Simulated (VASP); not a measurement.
# Au (Pm-3m) in VASP: further runs, part 2 of 2

VASP 6.6.1.

**3. Single point, PBE**

File INCAR:

```
SYSTEM = Au
  PREC = Accurate
  ENCUT = 520
  EDIFF = 1E-6
  ISMEAR = -1
  SIGMA = 0.1
  LREAL = .False.
  LASPH = .True.
  NELM = 80
  ALGO = Normal
  ISIF = 2
  LWAVE = .False.
  LCHARG = .True.
  GGA = PE
  LELF = .True.
  LVHAR = .True.
  NBANDS = 12
```

File KPOINTS:

```
Automatic mesh
0
Gamma
  15 15 15
  0 0 0
```

File POSCAR:

```
Au
1.0
    2.6180523732      0.0000000000      0.0000000000
    0.0000000000      2.6180523732      0.0000000000
    0.0000000000      0.0000000000      2.6180523732
Au
1
Direct
    0.0000000000      0.0000000000      0.0000000000
```

Potentials or basis: VASP PAW PBE potentials, release 64 (Au).

Started as:

```bash
> cat potpaw_PBE.64/Au/POTCAR > POTCAR
> mpirun -np 1 vasp_std > vasp.out
```

OUTCAR:

```text
SYSTEM = Au
   PREC = Accurate
   ENCUT = 520
   EDIFF = 1E-6
   ISMEAR = -1
   LREAL = .False.
   LASPH = .True.
   NELM = 80
   ISIF = 2
   GGA = PE

 ion  position               nearest neighbor table
   1  0.000  0.000  0.000-

  LATTYP: Found a simple cubic cell.
 ALAT       =     2.6180523732

  Lattice vectors:

 A1 = (   2.6180523732,   0.0000000000,   0.0000000000)
 A2 = (   0.0000000000,   2.6180523732,   0.0000000000)
 A3 = (   0.0000000000,   0.0000000000,   2.6180523732)

Analysis of symmetry for initial positions (statically):
=====================================================================
 Subroutine PRICEL returns:
 Original cell was already a primitive cell.

 Routine SETGRP: Setting up the symmetry group for a
 simple cubic supercell.

 Subroutine GETGRP returns: Found 48 space group operations
 (whereof 48 operations were pure point group operations)
 out of a pool of 48 trial point group operations.

The static configuration has the point symmetry O_h .

Analysis of symmetry for dynamics (positions and initial velocities):
=====================================================================
[... 160 lines left out ...]
 fundamental gap:      0.0127413515
 Fermi energy:         8.3403926265

 k-point     1 :       0.0000    0.0000    0.0000
  band No.  band energies     occupation
      1      -0.6844      2.00000
      2       1.6370      2.00000
      3       1.6370      2.00000
      4       6.9174      2.00000
      5       6.9174      2.00000
      6       6.9174      2.00000
      7      23.0001      0.00000
      8      23.0001      0.00000
      9      23.0001      0.00000
     10      28.5681      0.00000
     11      31.1677      0.00000
     12      31.1677      0.00000
[... 331 lines left out ...]
 k-point    24 :       0.3333    0.2000    0.0000
  band No.  band energies     occupation
      1       1.8026      2.00000
      2       2.9747      2.00000
      3       3.9442      2.00000
      4       5.5717      2.00000
      5       6.0154      2.00000
      6       6.3924      2.00000
      7      15.3240      0.00000
      8      21.3092      0.00000
      9      26.5048      0.00000
     10      28.8696      0.00000
     11      29.8211      0.00000
     12      34.8619      0.00000

 [... further k-points ...]
[... 5 lines left out ...]
  --------------------------------------------------------------------------------------
  -------------------------------------------------------------------------------------
  Total        2.5360490      2.5360490      2.5360490      0.0000000      0.0000000      0.0000000
  in kB      226.4296175    226.4296175    226.4296175      0.0000000      0.0000000      0.0000000
  external PRESSURE =     226.4296175 kB  Pullay stress =       0.0000000 kB

 VOLUME and BASIS-vectors are now :
 -----------------------------------------------------------------------------
  energy-cutoff  :      520.00
  volume of cell :       17.94
      direct lattice vectors                 reciprocal lattice vectors
     2.618052373  0.000000000  0.000000000     0.381963329  0.000000000  0.000000000
     0.000000000  2.618052373  0.000000000     0.000000000  0.381963329  0.000000000
     0.000000000  0.000000000  2.618052373     0.000000000  0.000000000  0.381963329

 POSITION                                       TOTAL-FORCE (eV/Angst)
 -----------------------------------------------------------------------------------
      0.00000      0.00000      0.00000         0.000000      0.000000      0.000000
 -----------------------------------------------------------------------------------
    total drift:                                0.000000      0.000000      0.000000

  FREE ENERGIE OF THE ION-ELECTRON SYSTEM (eV)
  ---------------------------------------------------
  free  energy   TOTEN  =        -2.8567046586 eV

  energy  without entropy=       -2.8425604701  energy(sigma->0) =       -2.84963256
```

stdout:

```text
POSCAR found type information on POSCAR Au
 POSCAR found :  1 types and       1 ions
 scaLAPACK will be used
 LDA part: xc-table for (Slater+PW92), standard interpolation
 POSCAR, INCAR and KPOINTS ok, starting setup
 FFT: planning ... GRIDC
 FFT: planning ... GRID_SOFT
 FFT: planning ... GRID
 WAVECAR not read
 entering main loop
```

Run time: 8.7 s. Hardware: 1 thread of Intel Xeon Platinum 8559C (Emerald Rapids), shared host; peak memory 0.14 GiB.

What came out:

- Free energy: -2.8567 eV
- Pressure: 22.6 GPa

Caveat: spin-orbit coupling is left out, which moves the levels of the heavy elements.

**4. Relaxation of cell and atoms, PBE, target pressure 23 GPa, at which the enthalpy is minimised**

This run uses another cell than the first one, of 16.98 Å³/atom, 0.946 times its volume.

File INCAR:

```
PREC = Accurate
ENCUT = 600
EDIFF = 1E-7
ISMEAR = -1
SIGMA = 0.1
LREAL = F
LASPH = T
NELM = 60
ALGO = Normal
ISIF = 3
LWAVE = F
LCHARG = F
GGA = PE
IBRION = 2
NSW = 60
EDIFFG = -0.005
PSTRESS = 230.0
```

File KPOINTS:

```
regular mesh
0
Gamma
  15 15 15
```

File POSCAR:

```
Au
1.0
    2.5701851629      0.0000000000      0.0000000000
    0.0000000000      2.5701851629      0.0000000000
    0.0000000000      0.0000000000      2.5701851629
Au
1
Direct
    0.0000000000      0.0000000000      0.0000000000
```

Started as:

```bash
> cat potpaw_PBE.64/Au/POTCAR > POTCAR
> mpirun -np 1 vasp_std > vasp.out
```

It took 56 s on 1 thread of Intel Xeon Platinum 8559C (Emerald Rapids), shared host; peak memory 0.16 GiB.

The run converged. Its results:

| Item | Value |
| --- | --- |
| Free energy | -2.8531 eV |
| Relaxed volume | 17.92 Å³/atom |
| Relaxed cell | a = 2.617 Å, b = 2.617 Å, c = 2.617 Å, α = 90.00°, β = 90.00°, γ = 90.00° |
| Space group after relaxing (to 0.05 Å) | Pm-3m (No. 221) |
| Energy change on relaxing (the enthalpy is what falls) | -173.2 meV/atom |
| Ionic steps | 16 |
| Pressure after relaxing | 23.0 GPa |

Step by step:
| step | energy change (eV) | largest force (eV/Å) | pressure (GPa) | volume (Å³) |
| --- | --- | --- | --- | --- |
| 1 | 0.0000 | 0.0000 | 36.58 | 16.98 |
| 2 | -0.3451 | 0.0000 | -0.23 | 20.77 |
| 3 | -0.1816 | 0.0000 | 22.27 | 17.98 |
| 4 | -0.1739 | 0.0000 | 22.93 | 17.93 |
| 5 | -0.1711 | 0.0000 | 23.18 | 17.91 |
| 6 | -0.1712 | 0.0000 | 23.17 | 17.91 |
| 7 | -0.1715 | 0.0000 | 23.15 | 17.91 |
| 8 | -0.1715 | 0.0000 | 23.15 | 17.91 |
| 9 | -0.1715 | 0.0000 | 23.15 | 17.91 |
| 10 | -0.1715 | 0.0000 | 23.15 | 17.91 |
| 11 | -0.1715 | 0.0000 | 23.15 | 17.91 |
| 12 | -0.1716 | 0.0000 | 23.15 | 17.91 |
| 13 | -0.1717 | 0.0000 | 23.13 | 17.91 |
| 14 | -0.1719 | 0.0000 | 23.11 | 17.91 |
| 15 | -0.1723 | 0.0000 | 23.08 | 17.91 |
| 16 | -0.1732 | 0.0000 | 23.00 | 17.92 |

Final structure:
```cif
data_structure
_symmetry_space_group_name_H-M 'P 1'
_symmetry_Int_Tables_number 1
_cell_length_a 2.6169
_cell_length_b 2.6169
_cell_length_c 2.6169
_cell_angle_alpha 90.000
_cell_angle_beta 90.000
_cell_angle_gamma 90.000
_cell_volume 17.92
loop_
_atom_site_label
_atom_site_type_symbol
_atom_site_fract_x
_atom_site_fract_y
_atom_site_fract_z
_atom_site_occupancy
Au1 Au 0.00000 0.00000 0.00000 1
```

Levels at points of the mesh, in eV from the Fermi level:
```
           k point  band 2  band 3  band 4  band 5  band 6  band 7  band 8  band 9
(0.00, 0.00, 0.00)   -6.72   -6.72   -1.42   -1.42   -1.42   14.67   14.67   14.67
```

Caveat: the cell is relaxed towards a set pressure, so the enthalpy falls and the energy may rise; spin-orbit coupling is left out, which moves the levels of the heavy elements.

**5. Relaxation of cell and atoms, PBE, target pressure 23 GPa, at which the enthalpy is minimised**

File INCAR:

```
ALGO = Normal
EDIFF = 1E-6
EDIFFG = -0.005
ENCUT = 600
GGA = PE
IBRION = 2
ISIF = 3
ISMEAR = -1
LASPH = T
LCHARG = F
LREAL = F
LWAVE = F
NELM = 80
NSW = 32
PREC = Accurate
PSTRESS = 230.0
SIGMA = 0.1
```

File KPOINTS:

```
k-points
0
Gamma
  15 15 15
```

File POSCAR:

```
Au
1.0
    2.6180523732      0.0000000000      0.0000000000
    0.0000000000      2.6180523732      0.0000000000
    0.0000000000      0.0000000000      2.6180523732
Au
1
Direct
    0.0000000000      0.0000000000      0.0000000000
```

Started as:

```bash
> cat potpaw_PBE.64/Au/POTCAR > POTCAR
> mpirun -np 1 vasp_std > vasp.out
```

It took 16 s on 1 thread of Intel Xeon Platinum 8559C (Emerald Rapids), shared host; peak memory 0.15 GiB.

The run converged. Its results:

```
Free energy                                            : -2.8537 eV
Relaxed volume                                         : 17.92 Å³/atom
Relaxed cell                                           : a = 2.617 Å, b = 2.617 Å, c = 2.617 Å, α = 90.00°, β = 90.00°, γ = 90.00°
Space group after relaxing (to 0.05 Å)                 : Pm-3m (No. 221)
Energy change on relaxing (the enthalpy is what falls) : +3.0 meV/atom
Ionic steps                                            : 3
Pressure after relaxing                                : 23.0 GPa
```

Step by step:
```
step  energy change (eV)  largest force (eV/Å)  pressure (GPa)  volume (Å³)
   1              0.0000                0.0000           22.74        17.94
   2              0.0109                0.0000           23.66        17.87
   3              0.0030                0.0000           23.01        17.92
```

Final structure:
```yaml
crystal:
  lattice:
    - [2.61701, 0.00000, 0.00000]
    - [0.00000, 2.61701, 0.00000]
    - [0.00000, 0.00000, 2.61701]
  atoms:
    - { symbol: Au, position: [0.00000, 0.00000, 0.00000] }
```

Levels at points of the mesh, in eV from the Fermi level:
```csv
k point,band 2,band 3,band 4,band 5,band 6,band 7,band 8,band 9
"(0.00, 0.00, 0.00)",-6.71,-6.71,-1.42,-1.42,-1.42,14.67,14.67,14.67
```

Caveat: the cell is relaxed towards a set pressure, so the enthalpy falls and the energy may rise; spin-orbit coupling is left out, which moves the levels of the heavy elements.

**6. Overview**

| task | cell | cutoff (eV) | gap on the mesh (eV) | pressure (GPa) |
| --- | --- | --- | --- | --- |
| single point | a = 2.618 Å, 1 atom | 520 | none | 22.6 |
| relaxation of cell and atoms | relaxed to 23 GPa from a = 2.570 Å, 1 atom | 600 | none | 23.0 |
| relaxation of cell and atoms | relaxed to 23 GPa from a = 2.618 Å, 1 atom | 600 | none | 23.0 |

Alike in all rows: level PBE; potentials or basis VASP PAW PBE potentials, release 64 (Au); no spin polarisation; k mesh 15 × 15 × 15; smearing fermi-dirac 0.1 eV.

Caveats: spin-orbit coupling is left out, which moves the levels of the heavy elements; the cell is relaxed towards a set pressure, so the enthalpy falls and the energy may rise (some runs).

Absolute energies hang on the potentials; compare differences alone.
